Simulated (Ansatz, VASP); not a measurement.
# BAs: VASP beside Ansatz

File POSCAR:

```
BAs
1.0
    0.0000000000      2.4636236322      2.3586458026
    2.4636236322      0.0000000000      2.3586458026
    2.4636236322      2.4636236322      0.0000000000
B As
1 1
Direct
    0.0000000000      0.0000000000      0.0000000000
    0.2500000000      0.2500000000      0.2500000000
```

INCAR.step1

```
SYSTEM = BAs
ALGO = Normal ; EDIFF = 1E-5
ENCUT = 520 ; GGA = PE
ISIF = 2 ; ISMEAR = 0
LASPH = .True. ; LCHARG = .False.
LREAL = .False. ; LWAVE = .True.
NBANDS = 11 ; NELM = 60
PREC = Accurate ; SIGMA = 0.01
```

Contents of INCAR.step2:

```
SYSTEM = BAs
ALGO = Normal ; EDIFF = 1E-7
ENCUT = 520 ; GGA = PE
HFSCREEN = 0.2079 ; ISIF = 2
ISMEAR = 0 ; ISTART = 1
LASPH = .True. ; LCHARG = .False.
LHFCALC = .True. ; LREAL = .False.
LWAVE = .False. ; NBANDS = 11
NELM = 60 ; PREC = Accurate
PRECFOCK = Normal ; SIGMA = 0.01
```

KPOINTS

```
k-points
0
Gamma
  6 6 6
  0 0 0
```

Input for Ansatz:

```yaml
crystal:
  lattice:
    - [0.0, 2.4636236322, 2.3586458026]
    - [2.4636236322, 0.0, 2.3586458026]
    - [2.4636236322, 2.4636236322, 0.0]
  atoms:
    - { symbol: B, position: [0.0, 0.0, 0.0] }
    - { symbol: As, position: [0.25, 0.25, 0.25] }
kpoints:
  mp_grid: { grid: [6, 6, 6] }
  band_path:
    path:
      - [0.0, 0.0, 0.0]
      - [-0.5, -0.5, 0.0]
      - [-0.375, -0.375, 0.25]
      - [-0.375, 0.0, 0.375]
      - [0.0, 0.0, 0.5]
      - [-0.5, -0.25, 0.25]
      - [0.395833, 0.395833, 0.0]
    npoints: 1
hamiltonian:
  xc: hse06
scf:
  occupations: { method: fixed }
  n_extra_bands: 4
output:
  forces: true
  stress: true
  eigenvalues: true
```

Change from the starting cell: epitaxial_xy strain +3.0%.

Alike in both runs: task single point; functional HSE06; k mesh 6 × 6 × 6; no spin polarisation.

```csv
,VASP,Ansatz
version,VASP 6.6.1,Ansatz 0.2.0
potentials or method,"VASP PAW PBE potentials, release 64 (B, As)","plane waves, PAW"
plane-wave cutoff (eV),520,420
occupations,"gaussian, width 0.01 eV",fixed
valence electrons in the cell,8,18
```

|  | VASP | Ansatz | Ansatz less VASP |
| --- | --- | --- | --- |
| gap on the k mesh at the Fermi level (eV) | 1.34 | 1.33 | -0.010 |
| pressure (GPa) | -7.1 | -6.9 | +0.15 |
| traceless stress, the component that is largest in VASP (GPa) | 5.83 | 5.82 | -0.004 |

VASP's potentials hold 8 valence electrons a cell and Ansatz's 18, so a difference there can come from the potentials and not from the codes. Ansatz's warnings: stress exchange threshold loose, stress scf threshold loose.
